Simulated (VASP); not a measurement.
The system is K2ZrO2.

```
K Zr O
1.0
     5.21757    0.00000    0.00000
    -2.60879    4.51855    0.00000
     0.00000    0.00000    5.09571
K Zr O
2 1 2
Direct
  0.33333 0.66667 0.50000
  0.66667 0.33333 0.50000
  0.00000 0.00000 0.00000
  0.00000 0.00000 0.36221
  0.00000 0.00000 0.63779
```

| Item | Value |
| --- | --- |
| Program | VASP 6.6.1 |
| Task | relaxation of cell and atoms |
| Functional | PBE |
| Potentials or basis | VASP PAW PBE potentials, release 64 (K_sv, Zr_sv, O) |
| Cutoff | 600 eV |
| k mesh | 6 × 6 × 4 |
| Occupations | gaussian, width 0.1 eV |
| Spin | no spin polarisation |

At the start: pressure 10.0 GPa; volume 24.03 Å³/atom.

Question: How do energy, volume and symmetry change on relaxing?

Answer: Over 16 steps the energy falls by 900.8 meV/atom and the volume is 23.97 Å³/atom (-0.3 %); space group P6/mmm (No. 191, to 0.05 Å).

The path:
| step | energy change (eV) | largest force (eV/Å) | pressure (GPa) | volume (Å³) |
| --- | --- | --- | --- | --- |
| 1 | 0.0000 | 1.1406 | 9.95 | 120.14 |
| 2 | -1.5291 | 7.0185 | -3.60 | 146.83 |
| 3 | -1.5296 | 7.0259 | -3.62 | 146.95 |
| 4 | -2.5784 | 4.9811 | -6.24 | 155.97 |
| 5 | -2.9253 | 4.1501 | -7.40 | 161.98 |
| 6 | -3.8202 | 1.4399 | -2.95 | 150.52 |
| 7 | -3.8665 | 0.2325 | -1.08 | 147.52 |
| 8 | -4.0070 | 0.0219 | -1.11 | 144.35 |
| 9 | -4.3249 | 0.5730 | -0.86 | 134.81 |
| 10 | -4.2643 | 1.7546 | 2.38 | 115.73 |
| 11 | -4.4343 | 1.1114 | -0.02 | 127.23 |
| 12 | -4.4385 | 1.1999 | 0.20 | 125.70 |
| 13 | -4.4244 | 0.7718 | -2.94 | 124.91 |
| 14 | -4.4701 | 0.2316 | -1.33 | 125.36 |
| 15 | -4.4953 | 0.1340 | -0.67 | 122.55 |
| 16 | -4.5040 | 0.0272 | 0.06 | 119.83 |

Final structure:
```yaml
crystal:
  lattice:
    - [4.55804, 0.00000, 0.00000]
    - [-2.27902, 3.94738, 0.00000]
    - [0.00000, 0.00000, 6.65994]
  atoms:
    - { symbol: K, position: [0.33333, 0.66667, 0.50000] }
    - { symbol: K, position: [0.66667, 0.33333, 0.50000] }
    - { symbol: Zr, position: [0.00000, 0.00000, 0.00000] }
    - { symbol: O, position: [0.00000, 0.00000, 0.29340] }
    - { symbol: O, position: [0.00000, 0.00000, 0.70660] }
```
